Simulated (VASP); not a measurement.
Set up this calculation in VASP 6.6.1, as the native input.

```
Task                               : single point
Functional                         : HSE06
Potentials or basis                : VASP PAW PBE potentials, release 64 (Cu, O)
Cutoff                             : 520 eV
k mesh                             : 4 × 4 × 4
Occupations                        : gaussian, width 0.01 eV
Spin                               : no spin polarisation
Dipole correction                  : no
Grid for exact exchange (PRECFOCK) : Normal
Further INCAR settings             : ALGO = Normal; EDIFF = 1e-06; NBANDS = 37
Screening parameter                : 0.2079 1/Å
```

Crystal: Cu2O.

```xyz
6
Lattice="4.2036 0.0000 0.0000 0.0000 4.2036 0.0000 0.0000 0.0000 4.2036" Properties=species:S:1:pos:R:3 pbc="T T T"
Cu    1.0509    1.0509    3.1527
Cu    3.1527    1.0509    1.0509
Cu    1.0509    3.1527    1.0509
Cu    3.1527    3.1527    3.1527
O     2.1018    2.1018    2.1018
O     0.0000    0.0000    0.0000
```

This cell differs from its parent crystal: strain -1.0%.

The input as run:

POSCAR

```
Cu2O
1.0
    4.2036194952      0.0000000000      0.0000000000
    0.0000000000      4.2036194952      0.0000000000
    0.0000000000      0.0000000000      4.2036194952
Cu O
4 2
Direct
    0.2500000000      0.2500000000      0.7500000000
    0.7500000000      0.2500000000      0.2500000000
    0.2500000000      0.7500000000      0.2500000000
    0.7500000000      0.7500000000      0.7500000000
    0.5000000000      0.5000000000      0.5000000000
    0.0000000000      0.0000000000      0.0000000000
```

INCAR.step1

```
  PREC = Accurate
  ENCUT = 520
  EDIFF = 1E-5
  ISMEAR = 0
  SIGMA = 0.01
  LREAL = F
  LASPH = T
  NELM = 120
  ALGO = Normal
  ISIF = 2
  LWAVE = T
  LCHARG = F
  NBANDS = 37
  GGA = PE
  GGA_COMPAT = F
  KPAR = 4
```

INCAR.step2

```
  PREC = Accurate
  ENCUT = 520
  EDIFF = 1E-6
  ISMEAR = 0
  SIGMA = 0.01
  LREAL = F
  LASPH = T
  NELM = 120
  ALGO = Normal
  ISIF = 2
  LWAVE = F
  LCHARG = F
  GGA = PE
  LHFCALC = T
  HFSCREEN = 0.2079
  PRECFOCK = Normal
  NBANDS = 37
  ISTART = 1
  GGA_COMPAT = F
  KPAR = 4
```

KPOINTS

```
regular mesh
0
Gamma
  4 4 4
```

Potentials or basis: VASP PAW PBE potentials, release 64 (Cu, O).

Run with:

```console
$ cat potpaw_PBE.64/Cu/POTCAR potpaw_PBE.64/O/POTCAR > POTCAR
$ cp INCAR.step1 INCAR
$ mpirun -np 4 vasp_std > vasp.out
$ cp INCAR.step2 INCAR
$ mpirun -np 4 vasp_std > vasp.out
```

It gave:

```json
{
 "Pressure": "8.1 GPa",
 "Band gap on the k mesh": "2.14 eV, direct"
}
```

Caveat: the cell differs from its parent crystal (strain -1.0%); the PAW data sets were made with another functional, which shifts forces and pressure a little.

Run time: 19 min on 4 MPI ranks on Intel(R) Xeon(R) Platinum 8375C CPU @ 2.90GHz (Ice Lake) (shared host), peak memory 0.31 GiB a rank.
